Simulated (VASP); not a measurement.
A run of VASP 6.6.1 is set up as follows.

Contents of INCAR:

```
PREC = Accurate
ENCUT = 520
EDIFF = 1E-7
ISMEAR = 0
SIGMA = 0.05
LREAL = False
LASPH = True
NELM = 60
ALGO = Normal
ISIF = 2
LWAVE = False
LCHARG = False
GGA = PE
NBANDS = 11
```

The input KPOINTS:

```
Automatic mesh
0
Gamma
  10 10 10
```

POSCAR

```
BAs
1.0
    0.0000000000      2.4840400000      2.2929600000
    2.4840400000      0.0000000000      2.2929600000
    2.4840400000      2.4840400000      0.0000000000
B As
1 1
Direct
    0.0000000000      0.0000000000      0.0000000000
    0.7500000000      0.7500000000      0.7500000000
```

Potentials or basis: VASP PAW PBE potentials, release 64 (B, As).

Command:

```sh
$ cat potpaw_PBE.64/B/POTCAR potpaw_PBE.64/As/POTCAR > POTCAR
$ mpirun -np 1 vasp_std > vasp.out
```

Problem. Estimate the band gap on the k mesh.

Solution. 0.09 eV, indirect (least direct gap 2.46 eV).

Problem. Predict the pressure.

Solution. -1.7 GPa.

Stress tensor (GPa, compression positive):
```
-6.39  0.00  0.00
 0.00 -6.39  0.00
 0.00  0.00  7.63
```

Caveat: the cell differs from its parent crystal (strain +0.040 along x and y, -0.040 along z). A k mesh can miss the band edges.
